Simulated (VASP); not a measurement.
Wanted: the native input for a VASP 6.6.1 run.

| Item | Value |
| --- | --- |
| Task | single point |
| Functional | PBE |
| Potentials or basis | VASP PAW PBE potentials, release 64 (Mg, O) |
| Cutoff | 520 eV |
| k mesh | 9 × 9 × 6 |
| Occupations | gaussian, width 0.05 eV |
| Spin | no spin polarisation |
| Dipole correction | no |
| Further INCAR settings | ALGO = Normal; EDIFF = 1e-06; NBANDS = 16 |

The structure of MgO lies in POSCAR:

```
MgO
1.0
    3.4509000000      0.0000000000      0.0000000000
   -1.7254500000      2.9885670659      0.0000000000
    0.0000000000      0.0000000000      4.4514000000
Mg O
2 2
Direct
    0.6666666667      0.3333333333      0.7500000000
    0.3333333333      0.6666666667      0.2500000000
    0.6666666667      0.3333333333      0.2500000000
    0.3333333333      0.6666666667      0.7500000000
```

These files were run (other wordings do the same):

INCAR

```
SYSTEM = MgO
PREC = Accurate
ENCUT = 520
EDIFF = 1E-6
ISMEAR = 0
SIGMA = 0.05
LREAL = .False.
LASPH = .True.
NELM = 100
ALGO = Normal
ISIF = 2
LWAVE = .False.
LCHARG = .False.
GGA = PE
NBANDS = 16
```

KPOINTS

```
regular mesh
0
Gamma
  9 9 6
  0 0 0
```

Potentials or basis: VASP PAW PBE potentials, release 64 (Mg, O).

Command:

```sh
$ cat potpaw_PBE.64/Mg/POTCAR potpaw_PBE.64/O/POTCAR > POTCAR
$ mpirun -np 1 vasp_std > vasp.out
```

Results of the run:

| Property | Result |
| --- | --- |
| Pressure | -0.7 GPa |
| Band gap on the k mesh | 3.13 eV, direct |

Wall time 49 s on 1 thread of Intel Xeon 8259CL, with other jobs on the host, peak memory 0.19 GiB.
